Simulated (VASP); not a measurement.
# TaC3 (Pm-3m) in VASP: a series of runs

Runs on TaC3. Level: PBE. Tasks: single point, relaxation of cell and atoms.

Everything below comes from runs of VASP 6.6.1. Logs are shortened: lines on timing, memory, paths and dates and some standing lists are left out, and cuts for length are marked.

**1. The cell of the first run**

The structure is cubic, space group Pm-3m (No. 221). Conventional cell: a = 4.057 Å, b = 4.057 Å, c = 4.057 Å, α = 90.00°, β = 90.00°, γ = 90.00°. Ta (site symmetry m-3m) has 6 C at 2.03 Å within 2.7 Å. C (site symmetry 4/mmm) has 2 Ta at 2.03 Å within 2.7 Å.

The cell was generated, and may not be a known phase.

**2. Single point, PBE**

Input file INCAR:

```
SYSTEM = TaC3
ALGO = Normal
EDIFF = 1E-7
ENCUT = 520
GGA = PE
ISIF = 2
ISMEAR = 0
LASPH = .True.
LCHARG = .False.
LREAL = .False.
LWAVE = .False.
NBANDS = 20
NELM = 100
PREC = Accurate
SIGMA = 0.1
```

Input file KPOINTS:

```
k-points
0
Gamma
  4 4 4
  0 0 0
```

Input file POSCAR:

```
TaC3
1.0
    4.0572775600      0.0000000000      0.0000000000
    0.0000000000      4.0572775600      0.0000000000
    0.0000000000      0.0000000000      4.0572775600
Ta C
1 3
Direct
    0.5000000000      0.5000000000      0.5000000000
    0.0000000000      0.5000000000      0.5000000000
    0.5000000000      0.0000000000      0.5000000000
    0.5000000000      0.5000000000      0.0000000000
```

Potentials or basis: VASP PAW PBE potentials, release 64 (Ta_pv, C).

Launch:

```console
> cat potpaw_PBE.64/Ta_pv/POTCAR potpaw_PBE.64/C/POTCAR > POTCAR
> mpirun -np 1 vasp_std > vasp.out
```

OUTCAR:

```text
SYSTEM = TaC3
   EDIFF = 1E-7
   ENCUT = 520
   GGA = PE
   ISIF = 2
   ISMEAR = 0
   LASPH = .True.
   LREAL = .False.
   NELM = 100
   PREC = Accurate

 ion  position               nearest neighbor table
   1  0.500  0.500  0.500-   2 2.03   3 2.03   4 2.03   4 2.03   3 2.03   2 2.03
   2  0.000  0.500  0.500-   1 2.03   1 2.03
   3  0.500  0.000  0.500-   1 2.03   1 2.03
   4  0.500  0.500  0.000-   1 2.03   1 2.03

  LATTYP: Found a simple cubic cell.
 ALAT       =     4.0572775600

  Lattice vectors:

 A1 = (   4.0572775600,   0.0000000000,   0.0000000000)
 A2 = (   0.0000000000,   4.0572775600,   0.0000000000)
 A3 = (   0.0000000000,   0.0000000000,   4.0572775600)

Analysis of symmetry for initial positions (statically):
=====================================================================
 Subroutine PRICEL returns:
 Original cell was already a primitive cell.

 Routine SETGRP: Setting up the symmetry group for a
 simple cubic supercell.

 Subroutine GETGRP returns: Found 48 space group operations
 (whereof 48 operations were pure point group operations)
 out of a pool of 48 trial point group operations.

The static configuration has the point symmetry O_h .

Analysis of symmetry for dynamics (positions and initial velocities):
=====================================================================
 Subroutine PRICEL returns:
 Original cell was already a primitive cell.

 Routine SETGRP: Setting up the symmetry group for a
 simple cubic supercell.

 Subroutine GETGRP returns: Found 48 space group operations
 (whereof 48 operations were pure point group operations)
 out of a pool of 48 trial point group operations.

The dynamic configuration has the point symmetry O_h .

 Subroutine INISYM returns: Found 48 space group operations
 (whereof 48 operations are pure point group operations),
 and found     1 'primitive' translations

----------------------------------------------------------------------------------------

                                     Primitive cell

  volume of cell :      66.7889

  direct lattice vectors                    reciprocal lattice vectors
     4.057277560  0.000000000  0.000000000     0.246470690  0.000000000  0.000000000
     0.000000000  4.057277560  0.000000000     0.000000000  0.246470690  0.000000000
     0.000000000  0.000000000  4.057277560     0.000000000  0.000000000  0.246470690

  length of vectors
     4.057277560  4.057277560  4.057277560     0.246470690  0.246470690  0.246470690

  position of ions in fractional coordinates (direct lattice)
     0.500000000  0.500000000  0.500000000
     0.000000000  0.500000000  0.500000000
     0.500000000  0.000000000  0.500000000
     0.500000000  0.500000000  0.000000000

  ion indices of the primitive-cell ions
   primitive index   ion index
                 1           1
                 2           2
                 3           3
                 4           4

----------------------------------------------------------------------------------------

 KPOINTS: k-points

Automatic generation of k-mesh.
 Grid dimensions read from file:
 generate k-points for:    4    4    4

 Generating k-lattice:

  Cartesian coordinates                     Fractional coordinates (reciprocal lattice)
     0.061617673  0.000000000  0.000000000     0.250000000  0.000000000  0.000000000
     0.000000000  0.061617673  0.000000000     0.000000000  0.250000000  0.000000000
     0.000000000  0.000000000  0.061617673     0.000000000  0.000000000  0.250000000

  Length of vectors
     0.061617673  0.061617673  0.061617673

  Shift w.r.t. Gamma in fractional coordinates (k-lattice)
     0.000000000  0.000000000  0.000000000

 Subroutine IBZKPT returns following result:
 ===========================================

 Found     10 irreducible k-points:

 Following reciprocal coordinates:
            Coordinates               Weight
  0.000000  0.000000  0.000000      1.000000
  0.250000  0.000000  0.000000      6.000000
  0.500000  0.000000  0.000000      3.000000
  0.250000  0.250000  0.000000     12.000000
  0.500000  0.250000  0.000000     12.000000
  0.500000  0.500000  0.000000      3.000000
  0.250000  0.250000  0.250000      8.000000
  0.500000  0.250000  0.250000     12.000000
  0.500000  0.500000  0.250000      6.000000
  0.500000  0.500000  0.500000      1.000000
   k-points           NKPTS =     10   k-points in BZ     NKDIM =     10   number of bands    NBANDS=     20
   number of dos      NEDOS =    301   number of ions     NIONS =      4
   total plane-waves  NPLWV =  27000
   dimension x,y,z NGX =    30 NGY =   30 NGZ =   30
   dimension x,y,z NGXF=    60 NGYF=   60 NGZF=   60
   ions per type =               1   3
   NGX,Y,Z   is equivalent  to a cutoff of  12.29, 12.29, 12.29 a.u.
   NGXF,Y,Z  is equivalent  to a cutoff of  24.58, 24.58, 24.58 a.u.
 SYSTEM =  TaC3
   PREC   = accura    normal or accurate (medium, high low for compatibility)
   ISTART =      0    job   : 0-new  1-cont  2-samecut
   ICHARG =      2    charge: 1-file 2-atom 10-const
   ISPIN  =      1    spin polarized calculation?
   LNONCOLLINEAR =      F non collinear calculations
   LSORBIT =      F    spin-orbit coupling
   LASPH  =      T    aspherical Exc in radial PAW
   ENCUT  =  520.0 eV  38.22 Ry    6.18 a.u.   7.54  7.54  7.54*2*pi/ulx,y,z
   NELM   =    100;   NELMIN=  2; NELMDL= -5     # of ELM steps
   EDIFF  = 0.1E-06   stopping-criterion for ELM
   LREAL  =      F    real-space projection
   EDIFFG = 0.1E-05   stopping-criterion for IOM
   NSW    =      0    number of steps for IOM
   IBRION =     -1    ionic relax: 0-MD 1-quasi-New 2-CG
   NFREE  =      0    steps in history (QN), initial steepest desc. (CG)
   ISIF   =      2    stress and relaxation
   ISYM   =      2    0-nonsym 1-usesym 2-fastsym
   POTIM  = 0.5000    time-step for ionic-motion
   TEBEG  =    0.0;   TEEND  =   0.0 temperature during run
   PSTRESS=    0.0 pullay stress
   NELECT =      23.0000    total number of electrons
   NUPDOWN=      -1.0000    fix difference up-down
   EMIN   =  10.00;   EMAX   =-10.00  energy-range for DOS
   EFERMI =   0.00;   METHOD = LEGACY
   ISMEAR =     0;   SIGMA  =   0.10  broadening in eV -4-tet -1-fermi 0-gaus
   EFERMI_NEDOS =   21; number of points for ismear=-14 and -15
   IALGO  =     38    algorithm
   IMIX   =      4    mixing-type and parameters
     AMIX     =   0.40;   BMIX     =  1.00
     AMIX_MAG =   1.60;   BMIX_MAG =  1.00
  volume/ion in A,a.u.               =      16.70       112.68
  Fermi-wavevector in a.u.,A,eV,Ry     =   1.147491  2.168444 17.915284  1.316736
  Thomas-Fermi vector in A             =   2.284171
   LORBIT       =      0    0 simple, 1 ext, 2 COOP (PROOUT), +10 PAW based schemes
   GGA     = PE    functional components
   LHFCALC =     F    Hartree Fock is set to
   AEXX    =    0.0000 exact exchange contribution
   IVDW    =     0    specifies the selected vdW correction
   LEPSILON=     F    determine dielectric tensor
   LRPA    =     F    only Hartree local field effects (RPA)
 non-spin polarized calculation
 Gauss-broadening in eV      SIGMA  =   0.10
  energy-cutoff  :      520.00
  volume of cell :       66.79
 maximum number of plane-waves:      1856
   NGX = 15   NGY = 15   NGZ = 15

 number of electron      23.0000003 magnetization

 Free energy of the ion-electron system (eV)
  ---------------------------------------------------
  ext. energy  EPLUGINS =         0.00000000
  ---------------------------------------------------
  free energy    TOTEN  =       -29.40492737 eV

  energy without entropy =      -29.39381790  energy(sigma->0) =      -29.39937264

 E-fermi :   0.8880     XC(G=0):  -9.1641

 val. band max:        0.7054759283   @ k =   0.2500   0.0000   0.0000
 cond. band min:       0.9222510424   @ k =   0.5000   0.2500   0.0000
 fundamental gap:      0.2167751141
 Fermi energy:         0.8880464053

 k-point     1 :       0.0000    0.0000    0.0000
  band No.  band energies     occupation
      1     -32.0064      2.00000
      2     -32.0064      2.00000
      3     -32.0064      2.00000
      4     -10.5861      2.00000
      5      -8.4451      2.00000
      6      -8.4451      2.00000
[... 12 lines left out ...]
     19       8.0403      0.00000
     20       9.4242      0.00000

 k-point     2 :       0.2500    0.0000    0.0000
  band No.  band energies     occupation
      1     -32.0200      2.00000
      2     -32.0046      2.00000
      3     -32.0046      2.00000
      4     -10.2204      2.00000
      5      -8.4082      2.00000
      6      -8.1056      2.00000
[... 12 lines left out ...]
     19       8.9808      0.00000
     20       9.5353      0.00000

 k-point     3 :       0.5000    0.0000    0.0000
  band No.  band energies     occupation
      1     -32.0335      2.00000
      2     -32.0029      2.00000
      3     -32.0029      2.00000
      4      -9.8781      2.00000
      5      -8.3704      2.00000
      6      -7.4486      2.00000
[... 12 lines left out ...]
     19       9.6129      0.00000
     20      10.5919      0.00000

 k-point     4 :       0.2500    0.2500    0.0000
  band No.  band energies     occupation
      1     -32.0183      2.00000
      2     -32.0180      2.00000
      3     -32.0029      2.00000
      4      -9.8119      2.00000
      5      -8.1693      2.00000
      6      -7.9668      2.00000
[... 107 lines left out ...]
 k-point     9 :       0.5000    0.5000    0.2500
  band No.  band energies     occupation
      1     -32.0277      2.00000
      2     -32.0277      2.00000
      3     -32.0126      2.00000
      4      -8.3229      2.00000
      5      -7.1274      2.00000
      6      -7.1274      2.00000
[... 12 lines left out ...]
     19       8.8950      0.00000
     20      13.8233      0.00000

 k-point    10 :       0.5000    0.5000    0.5000
  band No.  band energies     occupation
      1     -32.0258      2.00000
      2     -32.0258      2.00000
      3     -32.0258      2.00000
      4      -7.0172      2.00000
      5      -7.0172      2.00000
      6      -7.0172      2.00000
[... 12 lines left out ...]
     19       8.4558      0.00000
     20      14.3135      0.00000

------------------------ aborting loop because EDIFF is reached ----------------------------------------

  FORCE on cell =-STRESS in cart. coord.  units (eV):
  Direction    XX          YY          ZZ          XY          YZ          ZX
  --------------------------------------------------------------------------------------
  -------------------------------------------------------------------------------------
  Total        5.5804047      5.5804047      5.5804047      0.0000000     -0.0000000     -0.0000000
  in kB      133.8665666    133.8665666    133.8665666      0.0000000     -0.0000000     -0.0000000
  external PRESSURE =     133.8665666 kB  Pullay stress =       0.0000000 kB

 VOLUME and BASIS-vectors are now :
 -----------------------------------------------------------------------------
  energy-cutoff  :      520.00
  volume of cell :       66.79
      direct lattice vectors                 reciprocal lattice vectors
     4.057277560  0.000000000  0.000000000     0.246470690  0.000000000  0.000000000
     0.000000000  4.057277560  0.000000000     0.000000000  0.246470690  0.000000000
     0.000000000  0.000000000  4.057277560     0.000000000  0.000000000  0.246470690

 POSITION                                       TOTAL-FORCE (eV/Angst)
 -----------------------------------------------------------------------------------
      2.02864      2.02864      2.02864         0.000000      0.000000      0.000000
      0.00000      2.02864      2.02864         0.000000      0.000000      0.000000
      2.02864      0.00000      2.02864         0.000000      0.000000      0.000000
      2.02864      2.02864      0.00000         0.000000      0.000000      0.000000
 -----------------------------------------------------------------------------------
    total drift:                                0.000000      0.000000     -0.000000

  FREE ENERGIE OF THE ION-ELECTRON SYSTEM (eV)
  ---------------------------------------------------
  free  energy   TOTEN  =       -29.4049273733 eV

  energy  without entropy=      -29.3938178980  energy(sigma->0) =      -29.39937264
```

Wall time 20 s (1 thread of Intel Xeon 8259CL, shared host); peak memory 0.17 GiB.

Results:

| Property | Result |
| --- | --- |
| Free energy | -29.4049 eV |
| Pressure | 13.4 GPa |
| Band gap on the k mesh | zero (an odd number of electrons rules out a gap without spin polarisation) |

Caveat: the k points lie up to 0.39 Å⁻¹ apart, too coarse for converged energies and pressures of a metal; spin-orbit coupling is left out, which moves the levels of the heavy elements.

**3. Single point, PBE**

This run uses another cell than the first one, of 18.35 Å³/atom.

Input file INCAR:

```
SYSTEM = TaC3
PREC = Accurate ; ENCUT = 520
EDIFF = 1E-6 ; ISMEAR = 0
SIGMA = 0.1 ; LREAL = .False.
LASPH = .True. ; NELM = 80
ALGO = Normal ; ISIF = 2
LWAVE = .False. ; LCHARG = .False.
GGA = PE ; NBANDS = 20
```

Input file KPOINTS:

```
regular mesh
0
Gamma
  4 4 4
  0 0 0
```

Input file POSCAR:

```
TaC3
1.0
    4.1868490740      0.0000000000      0.0000000000
    0.0000000000      4.1868490740      0.0000000000
    0.0000000000      0.0000000000      4.1868490740
Ta C
1 3
Direct
    0.5000000000      0.5000000000      0.5000000000
    0.0000000000      0.5000000000      0.5000000000
    0.5000000000      0.0000000000      0.5000000000
    0.5000000000      0.5000000000      0.0000000000
```

Potentials or basis: VASP PAW PBE potentials, release 64 (Ta_pv, C).

Launch:

```console
> cat potpaw_PBE.64/Ta_pv/POTCAR potpaw_PBE.64/C/POTCAR > POTCAR
> mpirun -np 1 vasp_std > vasp.out
```

OUTCAR:

```text
SYSTEM = TaC3
   PREC = Accurate
   ENCUT = 520
   EDIFF = 1E-6
   ISMEAR = 0
   LREAL = .False.
   LASPH = .True.
   NELM = 80
   ISIF = 2
   GGA = PE

 ion  position               nearest neighbor table
   1  0.500  0.500  0.500-   2 2.09   3 2.09   4 2.09   4 2.09   3 2.09   2 2.09
   2  0.000  0.500  0.500-   1 2.09   1 2.09
   3  0.500  0.000  0.500-   1 2.09   1 2.09
   4  0.500  0.500  0.000-   1 2.09   1 2.09

  LATTYP: Found a simple cubic cell.
 ALAT       =     4.1868490740

[... 410 lines left out ...]
  Direction    XX          YY          ZZ          XY          YZ          ZX
  --------------------------------------------------------------------------------------
  -------------------------------------------------------------------------------------
  Total        0.1819473      0.1819473      0.1819473      0.0000000      0.0000000      0.0000000
  in kB        3.9718643      3.9718643      3.9718643      0.0000000      0.0000000      0.0000000
  external PRESSURE =       3.9718643 kB  Pullay stress =       0.0000000 kB

 VOLUME and BASIS-vectors are now :
 -----------------------------------------------------------------------------
  energy-cutoff  :      520.00
  volume of cell :       73.39
      direct lattice vectors                 reciprocal lattice vectors
     4.186849074  0.000000000  0.000000000     0.238843097  0.000000000  0.000000000
     0.000000000  4.186849074  0.000000000     0.000000000  0.238843097  0.000000000
     0.000000000  0.000000000  4.186849074     0.000000000  0.000000000  0.238843097

 POSITION                                       TOTAL-FORCE (eV/Angst)
 -----------------------------------------------------------------------------------
      2.09342      2.09342      2.09342         0.000000      0.000000      0.000000
      0.00000      2.09342      2.09342         0.000000      0.000000      0.000000
      2.09342      0.00000      2.09342         0.000000      0.000000      0.000000
      2.09342      2.09342      0.00000         0.000000      0.000000      0.000000
 -----------------------------------------------------------------------------------
    total drift:                                0.000000     -0.000000     -0.000000

  FREE ENERGIE OF THE ION-ELECTRON SYSTEM (eV)
  ---------------------------------------------------
  free  energy   TOTEN  =       -29.6712351508 eV

  energy  without entropy=      -29.6604053487  energy(sigma->0) =      -29.66582025
```

It took 17 s on 1 thread of Intel Xeon 8259CL, shared host; peak memory 0.18 GiB.

What came out:

```yaml
Free_energy: -29.6712 eV
Pressure: 0.4 GPa
Band_gap_on_the_k_mesh: zero (an odd number of electrons rules out a gap without spin polarisation)
```

Caveat: the k points lie up to 0.38 Å⁻¹ apart, too coarse for converged energies and pressures of a metal; spin-orbit coupling is left out, which moves the levels of the heavy elements.

**4. Relaxation of cell and atoms, PBE**

Input file INCAR:

```
  ALGO = Normal
  EDIFF = 1E-6
  EDIFFG = -0.04
  ENCUT = 600
  GGA = PE
  IBRION = 2
  ISIF = 3
  ISMEAR = 0
  LASPH = T
  LCHARG = F
  LREAL = F
  LWAVE = F
  NELM = 80
  NSW = 90
  PREC = Accurate
  SIGMA = 0.1
```

Input file KPOINTS:

```
k-points
0
Gamma
  4 4 4
```

Input file POSCAR:

```
TaC3
1.0
    4.0572775600      0.0000000000      0.0000000000
    0.0000000000      4.0572775600      0.0000000000
    0.0000000000      0.0000000000      4.0572775600
Ta C
1 3
Direct
    0.5000000000      0.5000000000      0.5000000000
    0.0000000000      0.5000000000      0.5000000000
    0.5000000000      0.0000000000      0.5000000000
    0.5000000000      0.5000000000      0.0000000000
```

Launch:

```console
> cat potpaw_PBE.64/Ta_pv/POTCAR potpaw_PBE.64/C/POTCAR > POTCAR
> mpirun -np 1 vasp_std > vasp.out
```

Wall time 39 s (1 thread of Intel Xeon 8259CL, shared host); peak memory 0.18 GiB.

It converged, with:

```yaml
Free_energy: -29.6691 eV
Relaxed_volume: 18.43 Å³/atom
Relaxed_cell: a = 4.193 Å, b = 4.193 Å, c = 4.193 Å, α = 90.00°, β = 90.00°, γ = 90.00°
Space_group_after_relaxing_to_0.1_Å: Pm-3m (No. 221)
Energy_gained_by_relaxing: 65.8 meV/atom
Ionic_steps: 3
Pressure_after_relaxing: -0.1 GPa
Band_gap_on_the_k_mesh: zero (an odd number of electrons rules out a gap without spin polarisation)
```

Step by step:
```tsv
step	energy change (eV)	largest force (eV/Å)	pressure (GPa)	volume (Å³)
1	0.0000	0.0000	13.33	66.79
2	-0.0355	0.0000	-8.87	81.13
3	-0.2632	0.0000	-0.14	73.73
```

Final structure:
```
CELL_PARAMETERS angstrom
4.19318 0.00000 0.00000
0.00000 4.19318 0.00000
0.00000 0.00000 4.19318
ATOMIC_POSITIONS crystal
Ta 0.50000 0.50000 0.50000
C 0.00000 0.50000 0.50000
C 0.50000 0.00000 0.50000
C 0.50000 0.50000 0.00000
```

Levels at points of the mesh, in eV from the Fermi level:
| k point | band 9 | band 10 | band 11 | band 12 | band 13 | band 14 |
| --- | --- | --- | --- | --- | --- | --- |
| (0.00, 0.00, 0.00) | -1.40 | 0.97 | 0.97 | 0.97 | 1.82 | 1.82 |
| (0.50, 0.00, 0.00) | -1.55 | -0.73 | -0.73 | -0.38 | 0.46 | 1.60 |
| (0.50, 0.50, 0.00) | -3.57 | -1.47 | -1.47 | 0.11 | 0.11 | 0.28 |
| (0.50, 0.50, 0.50) | -3.61 | -3.44 | -3.44 | -3.44 | 2.50 | 2.50 |

Caveat: the k points lie up to 0.37 Å⁻¹ apart in the final cell, too coarse for converged energies and pressures of a metal; spin-orbit coupling is left out, which moves the levels of the heavy elements.

**5. Overview**

| task | cell | cutoff (eV) | gap on the mesh (eV) | pressure (GPa) |
| --- | --- | --- | --- | --- |
| single point | a = 4.057 Å, 4 atoms | 520 | none | 13.4 |
| single point | a = 4.187 Å, 4 atoms | 520 | none | 0.4 |
| relaxation of cell and atoms | relaxed from a = 4.057 Å, 4 atoms | 600 | none | -0.1 |

Alike in all rows: level PBE; potentials or basis VASP PAW PBE potentials, release 64 (Ta_pv, C); no spin polarisation; k mesh 4 × 4 × 4; smearing gaussian 0.1 eV.

Caveats: all runs use coarse meshes; spin-orbit coupling is left out, which moves the levels of the heavy elements.

Absolute energies hang on the potentials; compare differences alone.

The gap in the log of VASP goes by the Fermi energy; the results here count the filled bands.